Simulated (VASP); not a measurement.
# ZnAg (Pm-3m) in VASP: a series of runs

Runs on ZnAg. Level: LDA. Tasks: electric field gradients.

All numbers are computed with VASP 6.6.1; they aren't measurements. Logs are shortened: lines on timing, memory, paths and dates and some standing lists are left out, and cuts for length are marked.

## Step 1: The cell of the first run

Symmetry: Pm-3m, No. 221, cubic system. The conventional cell has a = 3.092 Å, b = 3.092 Å, c = 3.092 Å, α = 90.00°, β = 90.00°, γ = 90.00°. Zn (site symmetry m-3m) has 8 Ag at 2.68 Å and 6 Zn at 3.09 Å within 3.5 Å. Ag (site symmetry m-3m) has 8 Zn at 2.68 Å and 6 Ag at 3.09 Å within 3.5 Å.

## Step 2: Electric field gradients, LDA (14.77 Å³/atom)

INCAR

```
PREC = Accurate
ENCUT = 520
EDIFF = 1E-8
ISMEAR = -1
SIGMA = 0.03
LREAL = False
LASPH = True
NELM = 80
ALGO = Normal
ISIF = 2
LWAVE = False
LCHARG = False
GGA = CA
LEFG = True
NBANDS = 18
```

KPOINTS

```
regular mesh
0
Gamma
  12 12 12
```

POSCAR

```
ZnAg
1.0
    3.0915737591      0.0000000000      0.0000000000
    0.0000000000      3.0915737591      0.0000000000
    0.0000000000      0.0000000000      3.0915737591
Zn Ag
1 1
Direct
    0.5000000000      0.5000000000      0.5000000000
    0.0000000000      0.0000000000      0.0000000000
```

Potentials or basis: VASP PAW LDA potentials, release 64 (Zn, Ag).

Launch:

```bash
$ cat potpaw_LDA.64/Zn/POTCAR potpaw_LDA.64/Ag/POTCAR > POTCAR
$ mpirun -np 1 vasp_std > vasp.out
```

OUTCAR:

```text
PREC = Accurate
   ENCUT = 520
   EDIFF = 1E-8
   ISMEAR = -1
   LREAL = False
   LASPH = True
   NELM = 80
   ISIF = 2
   GGA = CA

 ion  position               nearest neighbor table
   1  0.500  0.500  0.500-   2 2.68   2 2.68   2 2.68   2 2.68   2 2.68   2 2.68   2 2.68   2 2.68

   2  0.000  0.000  0.000-   1 2.68   1 2.68   1 2.68   1 2.68   1 2.68   1 2.68   1 2.68   1 2.68

  LATTYP: Found a simple cubic cell.
 ALAT       =     3.0915737591

  Lattice vectors:

 A1 = (   3.0915737591,   0.0000000000,   0.0000000000)
 A2 = (   0.0000000000,   3.0915737591,   0.0000000000)
 A3 = (   0.0000000000,   0.0000000000,   3.0915737591)

Analysis of symmetry for initial positions (statically):
=====================================================================
 Subroutine PRICEL returns:
 Original cell was already a primitive cell.

 Routine SETGRP: Setting up the symmetry group for a
 simple cubic supercell.

 Subroutine GETGRP returns: Found 48 space group operations
 (whereof 48 operations were pure point group operations)
 out of a pool of 48 trial point group operations.

The static configuration has the point symmetry O_h .

Analysis of symmetry for dynamics (positions and initial velocities):
=====================================================================
 Subroutine PRICEL returns:
 Original cell was already a primitive cell.

 Routine SETGRP: Setting up the symmetry group for a
 simple cubic supercell.

 Subroutine GETGRP returns: Found 48 space group operations
 (whereof 48 operations were pure point group operations)
 out of a pool of 48 trial point group operations.

The dynamic configuration has the point symmetry O_h .

 Subroutine INISYM returns: Found 48 space group operations
 (whereof 48 operations are pure point group operations),
 and found     1 'primitive' translations

----------------------------------------------------------------------------------------

                                     Primitive cell

  volume of cell :      29.5487

  direct lattice vectors                    reciprocal lattice vectors
     3.091573759  0.000000000  0.000000000     0.323459855  0.000000000  0.000000000
     0.000000000  3.091573759  0.000000000     0.000000000  0.323459855  0.000000000
     0.000000000  0.000000000  3.091573759     0.000000000  0.000000000  0.323459855

  length of vectors
     3.091573759  3.091573759  3.091573759     0.323459855  0.323459855  0.323459855

  position of ions in fractional coordinates (direct lattice)
     0.500000000  0.500000000  0.500000000
     0.000000000  0.000000000  0.000000000

  ion indices of the primitive-cell ions
   primitive index   ion index
                 1           1
                 2           2

----------------------------------------------------------------------------------------

 KPOINTS: regular mesh

Automatic generation of k-mesh.
 Grid dimensions read from file:
 generate k-points for:   12   12   12

 Generating k-lattice:

  Cartesian coordinates                     Fractional coordinates (reciprocal lattice)
     0.026954988  0.000000000  0.000000000     0.083333333  0.000000000  0.000000000
     0.000000000  0.026954988  0.000000000     0.000000000  0.083333333  0.000000000
     0.000000000  0.000000000  0.026954988     0.000000000  0.000000000  0.083333333

  Length of vectors
     0.026954988  0.026954988  0.026954988

  Shift w.r.t. Gamma in fractional coordinates (k-lattice)
     0.000000000  0.000000000  0.000000000

 Subroutine IBZKPT returns following result:
 ===========================================

 Found     84 irreducible k-points:

 Following reciprocal coordinates:
            Coordinates               Weight
  0.000000  0.000000  0.000000      1.000000
  0.083333  0.000000  0.000000      6.000000
  0.166667  0.000000  0.000000      6.000000
  0.250000  0.000000  0.000000      6.000000
  0.333333  0.000000  0.000000      6.000000
  0.416667  0.000000  0.000000      6.000000
[... 16 lines left out ...]
  0.333333  0.333333  0.000000     12.000000
  0.416667  0.333333  0.000000     24.000000
 [... further k-points ...]
   k-points           NKPTS =     84   k-points in BZ     NKDIM =     84   number of bands    NBANDS=     18
   number of dos      NEDOS =    301   number of ions     NIONS =      2
   total plane-waves  NPLWV =  13824
   dimension x,y,z NGX =    24 NGY =   24 NGZ =   24
   dimension x,y,z NGXF=    48 NGYF=   48 NGZF=   48
   ions per type =               1   1
   NGX,Y,Z   is equivalent  to a cutoff of  12.91, 12.91, 12.91 a.u.
   NGXF,Y,Z  is equivalent  to a cutoff of  25.81, 25.81, 25.81 a.u.
 SYSTEM =  unknown system
   PREC   = accura    normal or accurate (medium, high low for compatibility)
   ISTART =      0    job   : 0-new  1-cont  2-samecut
   ICHARG =      2    charge: 1-file 2-atom 10-const
   ISPIN  =      1    spin polarized calculation?
   LNONCOLLINEAR =      F non collinear calculations
   LSORBIT =      F    spin-orbit coupling
   LASPH  =      T    aspherical Exc in radial PAW
   ENCUT  =  520.0 eV  38.22 Ry    6.18 a.u.   5.75  5.75  5.75*2*pi/ulx,y,z
   NELM   =     80;   NELMIN=  2; NELMDL= -5     # of ELM steps
   EDIFF  = 0.1E-07   stopping-criterion for ELM
   LREAL  =      F    real-space projection
   EDIFFG = 0.1E-06   stopping-criterion for IOM
   NSW    =      0    number of steps for IOM
   IBRION =     -1    ionic relax: 0-MD 1-quasi-New 2-CG
   NFREE  =      0    steps in history (QN), initial steepest desc. (CG)
   ISIF   =      2    stress and relaxation
   ISYM   =      2    0-nonsym 1-usesym 2-fastsym
   POTIM  = 0.5000    time-step for ionic-motion
   TEBEG  =    0.0;   TEEND  =   0.0 temperature during run
   PSTRESS=    0.0 pullay stress
   NELECT =      23.0000    total number of electrons
   NUPDOWN=      -1.0000    fix difference up-down
   EMIN   =  10.00;   EMAX   =-10.00  energy-range for DOS
   EFERMI =   0.00;   METHOD = LEGACY
   ISMEAR =    -1;   SIGMA  =   0.03  broadening in eV -4-tet -1-fermi 0-gaus
   EFERMI_NEDOS =   21; number of points for ismear=-14 and -15
   IALGO  =     38    algorithm
   IMIX   =      4    mixing-type and parameters
     AMIX     =   0.40;   BMIX     =  1.00
     AMIX_MAG =   1.60;   BMIX_MAG =  1.00
  volume/ion in A,a.u.               =      14.77        99.70
  Fermi-wavevector in a.u.,A,eV,Ry     =   1.505929  2.845793 30.855594  2.267822
  Thomas-Fermi vector in A             =   2.616713
   LORBIT       =      0    0 simple, 1 ext, 2 COOP (PROOUT), +10 PAW based schemes
   GGA     = CA    functional components
   LHFCALC =     F    Hartree Fock is set to
   AEXX    =    0.0000 exact exchange contribution
   IVDW    =     0    specifies the selected vdW correction
   LEPSILON=     F    determine dielectric tensor
   LRPA    =     F    only Hartree local field effects (RPA)
 non-spin polarized calculation
  energy-cutoff  :      520.00
  volume of cell :       29.55
 maximum number of plane-waves:       840
 NGX is ok and might be reduce to    24
   NGX = 11   NGY = 11   NGZ = 11

 number of electron      22.9999969 magnetization

 Free energy of the ion-electron system (eV)
  ---------------------------------------------------
  ext. energy  EPLUGINS =         0.00000000
  ---------------------------------------------------
  free energy    TOTEN  =        -5.78776124 eV

  energy without entropy =       -5.78659088  energy(sigma->0) =       -5.78717606

 E-fermi :   6.7830     XC(G=0): -12.7722

 val. band max:        6.7581662297   @ k =   0.5000   0.4167   0.2500
 cond. band min:       6.8075313210   @ k =   0.5000   0.3333   0.3333
 fundamental gap:      0.0493650913
 Fermi energy:         6.7830156621

 k-point     1 :       0.0000    0.0000    0.0000
  band No.  band energies     occupation
      1      -3.1475      2.00000
      2      -1.4036      2.00000
      3      -1.4036      2.00000
      4      -0.7065      2.00000
      5      -0.7065      2.00000
      6      -0.7065      2.00000
[... 10 lines left out ...]
     17      18.4442      0.00000
     18      26.4563      0.00000
[... 463 lines left out ...]
 k-point    24 :       0.4167    0.3333    0.0000
  band No.  band energies     occupation
      1      -1.3774      2.00000
      2      -1.2835      2.00000
      3      -0.9780      2.00000
      4      -0.8916      2.00000
      5      -0.5237      2.00000
      6       0.3326      2.00000
[... 10 lines left out ...]
     17      21.0658      0.00000
     18      21.5228      0.00000

 [... further k-points ...]

------------------------ aborting loop because EDIFF is reached ----------------------------------------

  FORCE on cell =-STRESS in cart. coord.  units (eV):
  Direction    XX          YY          ZZ          XY          YZ          ZX
  --------------------------------------------------------------------------------------
  -------------------------------------------------------------------------------------
  Total       -0.2200799     -0.2200799     -0.2200799      0.0000000     -0.0000000      0.0000000
  in kB      -11.9330663    -11.9330663    -11.9330663      0.0000000     -0.0000000      0.0000000
  external PRESSURE =     -11.9330663 kB  Pullay stress =       0.0000000 kB

 VOLUME and BASIS-vectors are now :
 -----------------------------------------------------------------------------
  energy-cutoff  :      520.00
  volume of cell :       29.55
      direct lattice vectors                 reciprocal lattice vectors
     3.091573759  0.000000000  0.000000000     0.323459855  0.000000000  0.000000000
     0.000000000  3.091573759  0.000000000     0.000000000  0.323459855  0.000000000
     0.000000000  0.000000000  3.091573759     0.000000000  0.000000000  0.323459855

 POSITION                                       TOTAL-FORCE (eV/Angst)
 -----------------------------------------------------------------------------------
      1.54579      1.54579      1.54579         0.000000      0.000000      0.000000
      0.00000      0.00000      0.00000         0.000000      0.000000      0.000000
 -----------------------------------------------------------------------------------
    total drift:                                0.000000      0.000000     -0.000000

  FREE ENERGIE OF THE ION-ELECTRON SYSTEM (eV)
  ---------------------------------------------------
  free  energy   TOTEN  =        -5.7877612441 eV

  energy  without entropy=       -5.7865908770  energy(sigma->0) =       -5.78717606

 Electric field gradients (V/A^2)
---------------------------------------------------------------------
 ion       V_xx      V_yy      V_zz      V_xy      V_xz      V_yz
---------------------------------------------------------------------
   1       0.000     0.000    -0.000    -0.000     0.000     0.000
   2       0.000     0.000    -0.000    -0.000    -0.000     0.000
---------------------------------------------------------------------

 Electric field gradients after diagonalization (V/A^2)
 (convention: |V_zz| > |V_xx| > |V_yy|)
----------------------------------------------------------------------
 ion       V_xx      V_yy      V_zz     asymmetry (V_yy - V_xx)/ V_zz
----------------------------------------------------------------------
   1       0.000     0.000    -0.000       0.208
   2       0.000    -0.000     0.000      -0.379
----------------------------------------------------------------------

           NMR quadrupolar parameters

 Cq : quadrupolar parameter    Cq=e*Q*V_zz/h
 eta: asymmetry parameters     (V_yy - V_xx)/ V_zz
 Q  : nuclear electric quadrupole moment in mb (millibarn)
----------------------------------------------------------------------
 ion       Cq(MHz)       eta       Q (mb)
----------------------------------------------------------------------
   1      -0.000       0.208       1.000
   2       0.000      -0.379       1.000
----------------------------------------------------------------------
```

It took 11 s on 1 thread of Intel Xeon 6975P-C (Granite Rapids), shared host; peak memory 0.16 GiB.

What came out:

* Free energy: -5.7878 eV
* Pressure: -1.2 GPa
* Band gap on the k mesh: zero (an odd number of electrons rules out a gap without spin polarisation)
* Largest electric field gradient by atom: zero within the noise of the run

## Step 3: Electric field gradients, LDA (15.40 Å³/atom)

This run uses another cell than the first one, of 15.40 Å³/atom.

Edit INCAR of step 2 so:

```diff
@@ -7,3 +7,3 @@
 LASPH = True
-NELM = 80
+NELM = 60
 ALGO = Normal
@@ -12,3 +12,2 @@
 LCHARG = False
-GGA = CA
 LEFG = True
```

KPOINTS is that of step 2.

POSCAR

```
ZnAg
1.0
    3.1348181537      0.0000000000      0.0000000000
    0.0000000000      3.1348181537      0.0000000000
    0.0000000000      0.0000000000      3.1348181537
Zn Ag
1 1
Direct
    0.5000000000      0.5000000000      0.5000000000
    0.0000000000      0.0000000000      0.0000000000
```

Potentials or basis: VASP PAW LDA potentials, release 64 (Zn, Ag).

Launch:

```bash
$ cat potpaw_LDA.64/Zn/POTCAR potpaw_LDA.64/Ag/POTCAR > POTCAR
$ mpirun -np 1 vasp_std > vasp.out
```

OUTCAR:

```text
PREC = Accurate
   ENCUT = 520
   EDIFF = 1E-8
   ISMEAR = -1
   LREAL = False
   LASPH = True
   NELM = 60
   ISIF = 2

 ion  position               nearest neighbor table
   1  0.500  0.500  0.500-   2 2.71   2 2.71   2 2.71   2 2.71   2 2.71   2 2.71   2 2.71   2 2.71

   2  0.000  0.000  0.000-   1 2.71   1 2.71   1 2.71   1 2.71   1 2.71   1 2.71   1 2.71   1 2.71

  LATTYP: Found a simple cubic cell.
 ALAT       =     3.1348181537

  Lattice vectors:

 A1 = (   3.1348181537,   0.0000000000,   0.0000000000)
 A2 = (   0.0000000000,   3.1348181537,   0.0000000000)
 A3 = (   0.0000000000,   0.0000000000,   3.1348181537)

Analysis of symmetry for initial positions (statically):
=====================================================================
 Subroutine PRICEL returns:
 Original cell was already a primitive cell.

 Routine SETGRP: Setting up the symmetry group for a
 simple cubic supercell.

 Subroutine GETGRP returns: Found 48 space group operations
 (whereof 48 operations were pure point group operations)
[... 692 lines left out ...]
     3.134818154  0.000000000  0.000000000     0.318997770  0.000000000  0.000000000
     0.000000000  3.134818154  0.000000000     0.000000000  0.318997770  0.000000000
     0.000000000  0.000000000  3.134818154     0.000000000  0.000000000  0.318997770

 POSITION                                       TOTAL-FORCE (eV/Angst)
 -----------------------------------------------------------------------------------
      1.56741      1.56741      1.56741         0.000000      0.000000      0.000000
      0.00000      0.00000      0.00000         0.000000      0.000000      0.000000
 -----------------------------------------------------------------------------------
    total drift:                                0.000000      0.000000     -0.000000

  FREE ENERGIE OF THE ION-ELECTRON SYSTEM (eV)
  ---------------------------------------------------
  free  energy   TOTEN  =        -5.7599301686 eV

  energy  without entropy=       -5.7587728050  energy(sigma->0) =       -5.75935149

 Electric field gradients (V/A^2)
---------------------------------------------------------------------
 ion       V_xx      V_yy      V_zz      V_xy      V_xz      V_yz
---------------------------------------------------------------------
   1      -0.000     0.000    -0.000    -0.000    -0.000    -0.000
   2      -0.000    -0.000     0.000    -0.000     0.000    -0.000
---------------------------------------------------------------------

 Electric field gradients after diagonalization (V/A^2)
 (convention: |V_zz| > |V_xx| > |V_yy|)
----------------------------------------------------------------------
 ion       V_xx      V_yy      V_zz     asymmetry (V_yy - V_xx)/ V_zz
----------------------------------------------------------------------
   1      -0.000     0.000    -0.000      -1.022
   2      -0.000    -0.000     0.000       0.024
----------------------------------------------------------------------

           NMR quadrupolar parameters

 Cq : quadrupolar parameter    Cq=e*Q*V_zz/h
 eta: asymmetry parameters     (V_yy - V_xx)/ V_zz
 Q  : nuclear electric quadrupole moment in mb (millibarn)
----------------------------------------------------------------------
 ion       Cq(MHz)       eta       Q (mb)
----------------------------------------------------------------------
   1      -0.000      -1.022       1.000
   2       0.000       0.024       1.000
----------------------------------------------------------------------
```

It took 10 s on 1 thread of Intel Xeon 6975P-C (Granite Rapids), shared host; peak memory 0.16 GiB.

Results:

* Free energy: -5.7599 eV
* Pressure: -5.8 GPa
* Band gap on the k mesh: zero (an odd number of electrons rules out a gap without spin polarisation)
* Largest electric field gradient by atom: zero within the noise of the run

Levels at points of the mesh, in eV from the Fermi level:
| k point | band 8 | band 9 | band 10 | band 11 | band 12 | band 13 | band 14 | band 15 |
| --- | --- | --- | --- | --- | --- | --- | --- | --- |
| (0.00, 0.00, 0.00) | -5.49 | -4.31 | -4.31 | -4.31 | 5.36 | 5.36 | 5.36 | 10.45 |
| (0.50, 0.00, 0.00) | -5.23 | -5.15 | -5.15 | -4.45 | -2.59 | 10.62 | 10.62 | 11.14 |
| (0.50, 0.50, 0.00) | -4.51 | -4.51 | -3.93 | -1.63 | -1.63 | 1.51 | 2.30 | 10.83 |
| (0.50, 0.50, 0.50) | -6.27 | -3.90 | -3.90 | 1.67 | 4.18 | 4.18 | 4.18 | 4.87 |

Caveat: the cell stands under tension.

(Part 1 of 2 ends here.)
